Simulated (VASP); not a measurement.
Runs of VASP 6.6.1 on Y3Ge. The structure is that of space group Pm-3m (No. 221), or close to it. The cells are those of the table. 

```tsv
task	cell	k mesh	cutoff (eV)	gap on the mesh (eV)	pressure (GPa)	relaxed volume (Å³/atom)
single point	a = 4.711 Å, 4 atoms	4 × 4 × 4	520	none	-0.3	-
relaxation of cell and atoms	relaxed from a = 4.574 Å, 4 atoms	4 × 4 × 4	600	none	0.0	(a)
single point	a = 4.695 Å, 4 atoms	10 × 10 × 10	520	none	(b)	-
relaxation of cell and atoms	relaxed from a = 4.711 Å, 4 atoms	10 × 10 × 10	600	none	0.0	25.82
single point	a = 4.574 Å, 4 atoms	4 × 4 × 4	520	none	5.1	-
```

Alike in all rows: level PBE; potentials or basis VASP PAW PBE potentials, release 64 (Y_sv, Ge_d); no spin polarisation; smearing gaussian 0.1 eV.

Fill in the values left out.

(a) 25.97; (b) -0.1.

A k mesh can miss the band edges, and the runs leave out spin-orbit coupling on Ge, Y.

A gap of «none» marks levels without a gap at the run's occupations.
